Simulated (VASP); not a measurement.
# AlN (P6_3mc) in VASP: a series of runs

AlN is run at these levels: r2SCAN; tasks: relaxation of the atoms.

All numbers are computed with VASP 6.6.1; they aren't measurements. Logs are shortened: lines on timing, memory, paths and dates and some standing lists are left out, and cuts for length are marked.

**The experiment to reproduce.**

From “Self-assembly of well-separated AlN nanowires directly on sputtered metallic TiN films”, 2019, arxiv:1910.07391, for a bulk crystal of AlN at 10 K: band gap 6.034 eV (an exciton energy, a little under the gap).

The results are compared with them further down.

### 1 The cell of the first run

It takes space group P6_3mc (No. 186, hexagonal). The conventional cell has a = 3.065 Å, b = 3.065 Å, c = 4.911 Å, α = 90.00°, β = 90.00°, γ = 120.00°. Within 2.5 Å of Al (site symmetry 3m) lie 4 N at 1.86 to 1.87 Å. N (site symmetry 3m) has 4 Al at 1.86 to 1.87 Å within 2.5 Å.

### 2 Relaxation of the atoms, r2SCAN

POSCAR

```
AlN
1.0
    3.0645991700      0.0000000000      0.0000000000
   -1.5322995900      2.6540207400      0.0000000000
    0.0000000000      0.0000000000      4.9108619300
Al N
2 2
Direct
    0.3333333300      0.6666666700     -0.0008149200
    0.6666666700      0.3333333300      0.4991850800
    0.3333333300      0.6666666700      0.3808149200
    0.6666666700      0.3333333300      0.8808149200
```

INCAR.step1

```
PREC     = Accurate       # precision mode
ENCUT    = 520            # plane-wave cutoff, eV
ISMEAR   = -1             # smearing method
SIGMA    = 0.02           # smearing width, eV
LREAL    = False          # projectors in reciprocal space
LASPH    = True           # aspherical terms in the spheres
NELM     = 100            # most SCF steps
GGA      = PE             # functional
ALGO     = Normal         # electronic algorithm
EDIFF    = 1E-4           # SCF threshold, eV
LWAVE    = True           # write WAVECAR
LCHARG   = False          # write CHGCAR
```

INCAR.step2

```
PREC     = Accurate       # precision mode
ENCUT    = 520            # plane-wave cutoff, eV
EDIFF    = 1E-6           # SCF threshold, eV
ISMEAR   = -1             # smearing method
SIGMA    = 0.02           # smearing width, eV
LREAL    = False          # projectors in reciprocal space
LASPH    = True           # aspherical terms in the spheres
NELM     = 100            # most SCF steps
ALGO     = Normal         # electronic algorithm
ISIF     = 2              # what is computed and relaxed
LWAVE    = False          # write WAVECAR
LCHARG   = False          # write CHGCAR
METAGGA  = R2SCAN         # meta-GGA
LMIXTAU  = True         
IBRION   = 2              # ionic algorithm
NSW      = 50             # ionic steps
EDIFFG   = -0.01          # ionic threshold
ISTART   = 1
```

KPOINTS

```
regular mesh
0
Gamma
  12 12 6
```

Potentials or basis: VASP PAW PBE potentials, release 64 (Al, N).

The run is started by

```sh
$ cat potpaw_PBE.64/Al/POTCAR potpaw_PBE.64/N/POTCAR > POTCAR
$ cp INCAR.step1 INCAR
$ mpirun -np 1 vasp_std > vasp.out
$ cp INCAR.step2 INCAR
$ mpirun -np 1 vasp_std > vasp.out
```

OUTCAR:

```text
PREC = Accurate
   ENCUT = 520
   EDIFF = 1E-6
   ISMEAR = -1
   LREAL = False
   LASPH = True
   NELM = 100
   ISIF = 2
   METAGGA = R2SCAN
   IBRION = 2
   NSW = 50
   EDIFFG = -0.01
   ISTART = 1

 ion  position               nearest neighbor table
   1  0.333  0.667  0.999-   4 1.86   4 1.86   4 1.86   3 1.87   2 3.03   2 3.03   2 3.03   2 3.03
                             2 3.03   2 3.03
   2  0.667  0.333  0.499-   3 1.86   3 1.86   3 1.86   4 1.87   1 3.03   1 3.03   1 3.03   1 3.03
                             1 3.03   1 3.03
   3  0.333  0.667  0.381-   2 1.86   2 1.86   2 1.86   1 1.87
   4  0.667  0.333  0.881-   1 1.86   1 1.86   1 1.86   2 1.87

  LATTYP: Found a hexagonal cell.
 ALAT       =     3.0645991700
 C/A-ratio  =     1.6024483652

  Lattice vectors:

 A1 = (   3.0645991700,   0.0000000000,   0.0000000000)
 A2 = (  -1.5322995900,   2.6540207400,   0.0000000000)
 A3 = (   0.0000000000,   0.0000000000,   4.9108619300)

Analysis of symmetry for initial positions (statically):
=====================================================================
 Subroutine PRICEL returns:
 Original cell was already a primitive cell.

 Routine SETGRP: Setting up the symmetry group for a
 hexagonal supercell.

 Subroutine GETGRP returns: Found 12 space group operations
 (whereof  6 operations were pure point group operations)
 out of a pool of 24 trial point group operations.

The static configuration has the point symmetry C_3v.
 The point group associated with its full space group is C_6v.

Analysis of symmetry for dynamics (positions and initial velocities):
=====================================================================
 Subroutine PRICEL returns:
 Original cell was already a primitive cell.

 Routine SETGRP: Setting up the symmetry group for a
 hexagonal supercell.

 Subroutine GETGRP returns: Found 12 space group operations
 (whereof  6 operations were pure point group operations)
 out of a pool of 24 trial point group operations.

The dynamic configuration has the point symmetry C_3v.
 The point group associated with its full space group is C_6v.

 Subroutine INISYM returns: Found 12 space group operations
 (whereof  6 operations are pure point group operations),
 and found     1 'primitive' translations

----------------------------------------------------------------------------------------

                                     Primitive cell

  volume of cell :      39.9425

  direct lattice vectors                    reciprocal lattice vectors
     3.064599170  0.000000000  0.000000000     0.326306947  0.188393404  0.000000000
    -1.532299590  2.654020740  0.000000000     0.000000000  0.376786807  0.000000000
     0.000000000  0.000000000  4.910861930     0.000000000  0.000000000  0.203630241

  length of vectors
     3.064599170  3.064599178  4.910861930     0.376786808  0.376786807  0.203630241

  position of ions in fractional coordinates (direct lattice)
     0.333333330  0.666666670  0.999185080
     0.666666670  0.333333330  0.499185080
     0.333333330  0.666666670  0.380814920
     0.666666670  0.333333330  0.880814920

  ion indices of the primitive-cell ions
   primitive index   ion index
                 1           1
                 2           2
                 3           3
                 4           4

----------------------------------------------------------------------------------------

 KPOINTS: regular mesh

Automatic generation of k-mesh.
 Grid dimensions read from file:
 generate k-points for:   12   12    6

[... 78 lines left out ...]
   ISMEAR =    -1;   SIGMA  =   0.02  broadening in eV -4-tet -1-fermi 0-gaus
   EFERMI_NEDOS =   21; number of points for ismear=-14 and -15
   IALGO  =     38    algorithm
   IMIX   =      4    mixing-type and parameters
     AMIX     =   0.40;   BMIX     =  1.00
     AMIX_MAG =   1.60;   BMIX_MAG =  1.00
  volume/ion in A,a.u.               =       9.99        67.39
  Fermi-wavevector in a.u.,A,eV,Ry     =   1.206803  2.280526 19.815152  1.456373
  Thomas-Fermi vector in A             =   2.342459
   LORBIT       =      0    0 simple, 1 ext, 2 COOP (PROOUT), +10 PAW based schemes
   METAGGA = R2SCAN    functional components
   LHFCALC =     F    Hartree Fock is set to
   AEXX    =    0.0000 exact exchange contribution
   IVDW    =     0    specifies the selected vdW correction
   LEPSILON=     F    determine dielectric tensor
   LRPA    =     F    only Hartree local field effects (RPA)
 conjugate gradient relaxation of ions
 non-spin polarized calculation
  energy-cutoff  :      520.00
  volume of cell :       39.94
 maximum number of plane-waves:      1092
 NGX is ok and might be reduce to    24
   NGX = 11   NGY = 11   NGZ = 19

--------------------------------------- Ionic step        1  -------------------------------------------

 number of electron      15.9999996 magnetization

 Free energy of the ion-electron system (eV)
  ---------------------------------------------------
  ext. energy  EPLUGINS =         0.00000000
  ---------------------------------------------------
  free energy    TOTEN  =       -38.41104798 eV

  energy without entropy =      -38.41104798  energy(sigma->0) =      -38.41104798

------------------------ aborting loop because EDIFF is reached ----------------------------------------

  FORCE on cell =-STRESS in cart. coord.  units (eV):
  Direction    XX          YY          ZZ          XY          YZ          ZX
  --------------------------------------------------------------------------------------
  -------------------------------------------------------------------------------------
  Total        2.2967922      2.2967922      2.1354199     -0.0000000      0.0000000     -0.0000000
  in kB       92.1290465     92.1290470     85.6560733     -0.0000002      0.0000000     -0.0000000
  external PRESSURE =      89.9713889 kB  Pullay stress =       0.0000000 kB

 VOLUME and BASIS-vectors are now :
 -----------------------------------------------------------------------------
  energy-cutoff  :      520.00
  volume of cell :       39.94
      direct lattice vectors                 reciprocal lattice vectors
     3.064599170  0.000000000  0.000000000     0.326306947  0.188393404  0.000000000
    -1.532299590  2.654020740  0.000000000     0.000000000  0.376786807  0.000000000
     0.000000000  0.000000000  4.910861930     0.000000000  0.000000000  0.203630241

 POSITION                                       TOTAL-FORCE (eV/Angst)
 -----------------------------------------------------------------------------------
     -0.00000      1.76935      4.90686         0.000000      0.000000     -0.018548
      1.53230      0.88467      2.45143         0.000000      0.000000     -0.018548
     -0.00000      1.76935      1.87013        -0.000000     -0.000000      0.018548
      1.53230      0.88467      4.32556         0.000000      0.000000      0.018548
 -----------------------------------------------------------------------------------
    total drift:                               -0.000008      0.000005     -0.020890

  FREE ENERGIE OF THE ION-ELECTRON SYSTEM (eV)
  ---------------------------------------------------
  free  energy   TOTEN  =       -38.4110479789 eV

  energy  without entropy=      -38.4110479789  energy(sigma->0) =      -38.41104798

--------------------------------------- Ionic step        2  -------------------------------------------

 number of electron      15.9999996 magnetization

 Free energy of the ion-electron system (eV)
  ---------------------------------------------------
  ext. energy  EPLUGINS =         0.00000000
  ---------------------------------------------------
  free energy    TOTEN  =       -38.41106775 eV

  energy without entropy =      -38.41106775  energy(sigma->0) =      -38.41106775

 E-fermi :   6.6844     XC(G=0): -11.6047

 val. band max:        6.3219672425   @ k =   0.0000   0.0000   0.0000
 cond. band min:      11.6214089630   @ k =   0.0000   0.0000   0.0000
 fundamental gap:      5.2994417205
 Fermi energy:         6.6843844064

 k-point     1 :       0.0000    0.0000    0.0000
  band No.  band energies     occupation
      1      -9.9178      2.00000
      2      -7.6670      2.00000
      3       0.0576      2.00000
      4       5.4089      2.00000
      5       5.4089      2.00000
      6       6.0785      2.00000
      7       6.0785      2.00000
      8       6.3220      2.00000
      9      11.6214      0.00000
     10      14.2368      0.00000
     11      18.2953      0.00000
     12      18.6681      0.00000
[... 331 lines left out ...]
 k-point    24 :       0.3333   -0.0000    0.1667
  band No.  band energies     occupation
      1      -8.5229      2.00000
      2      -7.2364      2.00000
      3       1.2101      2.00000
      4       2.2322      2.00000
      5       2.8505      2.00000
      6       4.4544      2.00000
      7       5.4962      2.00000
      8       5.6284      2.00000
      9      13.0737      0.00000
     10      13.8917      0.00000
     11      16.0289      0.00000
     12      17.7917      0.00000

 [... further k-points ...]

------------------------ aborting loop because EDIFF is reached ----------------------------------------

  FORCE on cell =-STRESS in cart. coord.  units (eV):
  Direction    XX          YY          ZZ          XY          YZ          ZX
  --------------------------------------------------------------------------------------
  -------------------------------------------------------------------------------------
  Total        2.3211005      2.3211006      2.0816898     -0.0000000      0.0000000      0.0000000
  in kB       93.1041029     93.1041033     83.5008487     -0.0000002      0.0000000      0.0000000
  external PRESSURE =      89.9030183 kB  Pullay stress =       0.0000000 kB

 VOLUME and BASIS-vectors are now :
 -----------------------------------------------------------------------------
  energy-cutoff  :      520.00
  volume of cell :       39.94
      direct lattice vectors                 reciprocal lattice vectors
     3.064599170  0.000000000  0.000000000     0.326306947  0.188393404  0.000000000
    -1.532299590  2.654020740  0.000000000     0.000000000  0.376786807  0.000000000
     0.000000000  0.000000000  4.910861930     0.000000000  0.000000000  0.203630241

 POSITION                                       TOTAL-FORCE (eV/Angst)
 -----------------------------------------------------------------------------------
     -0.00000      1.76935      4.90597        -0.000000      0.000000      0.007892
      1.53230      0.88467      2.45053         0.000000     -0.000000      0.007892
     -0.00000      1.76935      1.87102        -0.000000      0.000000     -0.007892
      1.53230      0.88467      4.32646         0.000000     -0.000000     -0.007892
 -----------------------------------------------------------------------------------
    total drift:                               -0.000008      0.000005     -0.021360

  FREE ENERGIE OF THE ION-ELECTRON SYSTEM (eV)
  ---------------------------------------------------
  free  energy   TOTEN  =       -38.4110677464 eV

  energy  without entropy=      -38.4110677464  energy(sigma->0) =      -38.41106775

 reached required accuracy - stopping structural energy minimisation
```

Wall time 97 s (1 thread of Intel Xeon 8259CL, shared host); peak memory 0.18 GiB.

What came out:

| Property | Result |
| --- | --- |
| Free energy | -38.4111 eV |
| Energy gained by relaxing | 0.0 meV/atom |
| Ionic steps | 2 |
| Pressure after relaxing | 9.0 GPa |
| Largest force after relaxing | 0.008 eV/Å |
| Band gap on the k mesh | 5.30 eV |

Forces on the atoms (eV/Å):
```
Al   0.000  0.000  0.008
Al   0.000  0.000  0.008
N    0.000  0.000 -0.008
N    0.000  0.000 -0.008
```

Final structure:
```
Al N
1.0
     3.06460    0.00000    0.00000
    -1.53230    2.65402    0.00000
     0.00000    0.00000    4.91086
Al N
2 2
Direct
  0.33333 0.66667 0.99900
  0.66667 0.33333 0.49900
  0.33333 0.66667 0.38100
  0.66667 0.33333 0.88100
```

Caveat: the PAW data sets were made with another functional, which shifts forces and pressure a little. r2SCAN opens gaps a little over a GGA but as a rule still falls short of measured ones.

### 3 Relaxation of the atoms, r2SCAN

This run uses another cell than the first one, of 10.40 Å³/atom.

POSCAR

```
AlN
1.0
    3.1065852000      0.0000000000      0.0000000000
   -1.5532926000      2.6903817000      0.0000000000
    0.0000000000      0.0000000000      4.9781423800
Al N
2 2
Direct
    0.3333333300      0.6666666700     -0.0008149200
    0.6666666700      0.3333333300      0.4991850800
    0.3333333300      0.6666666700      0.3808149200
    0.6666666700      0.3333333300      0.8808149200
```

INCAR.step1

```
ALGO = Normal
EDIFF = 1E-4
ENCUT = 520
GGA = PE
ISMEAR = -1
LASPH = T
LCHARG = F
LREAL = F
LWAVE = T
NELM = 100
PREC = Accurate
SIGMA = 0.02
```

INCAR.step2

```
ALGO = Normal
EDIFF = 1E-7
EDIFFG = -0.01
ENCUT = 520
IBRION = 2
ISIF = 2
ISMEAR = -1
ISTART = 1
LASPH = T
LCHARG = F
LMIXTAU = T
LREAL = F
LWAVE = F
METAGGA = R2SCAN
NELM = 100
NSW = 50
PREC = Accurate
SIGMA = 0.02
```

KPOINTS

```
k-points
0
Gamma
  12 12 6
```

Potentials or basis: VASP PAW PBE potentials, release 64 (Al, N).

The run is started by

```sh
$ cat potpaw_PBE.64/Al/POTCAR potpaw_PBE.64/N/POTCAR > POTCAR
$ cp INCAR.step1 INCAR
$ mpirun -np 1 vasp_std > vasp.out
$ cp INCAR.step2 INCAR
$ mpirun -np 1 vasp_std > vasp.out
```

Run time: 1.8 min. Hardware: 1 thread of AMD EPYC 9R45 (Zen 5), shared host; peak memory 0.15 GiB.

Results (log left out):

```yaml
Free_energy: -38.4565 eV
Pressure_after_relaxing: -0.4 GPa
Band_gap_on_the_k_mesh: 4.92 eV
```

Final structure:
```
Al N
1.0
     3.10659    0.00000    0.00000
    -1.55329    2.69038    0.00000
     0.00000    0.00000    4.97814
Al N
2 2
Cartesian
  0.0000 1.7936 4.9741
  1.5533 0.8968 2.4850
  0.0000 1.7936 1.8958
  1.5533 0.8968 4.3848
```

Levels at points of the mesh, in eV from the valence-band top:
```tsv
k point	band 5	band 6	band 7	band 8	band 9	band 10	band 11	band 12
(0.00, 0.00, 0.00)	-0.89	-0.22	-0.22	0.00	4.92	7.54	11.62	12.04
(0.50, 0.00, 0.00)	-3.39	-2.14	-1.77	-0.71	6.45	6.56	9.05	11.26
(0.00, 0.00, 0.50)	-0.56	-0.56	-0.56	-0.56	7.26	7.26	11.32	11.32
(0.50, 0.00, 0.50)	-1.50	-1.50	-1.39	-1.39	6.00	6.00	10.15	10.15
```

Caveat: the PAW data sets were made with another functional, which shifts forces and pressure a little.

### 4 How close it comes

Step 3. Against the measured gap of AlN, 6.034 eV (an exciton energy, a little under the gap; 10 K; quoted in “Self-assembly of well-separated AlN nanowires directly on sputtered metallic TiN films”, 2019, arxiv:1910.07391), the calculated 4.92 eV is off by -1.11 eV. 2 values of this kind are on record (6.034 to 6.0343 eV); this one was drawn at random. The value is that of r2SCAN on a finite k mesh, which can miss the band edges, without temperature or zero-point motion.
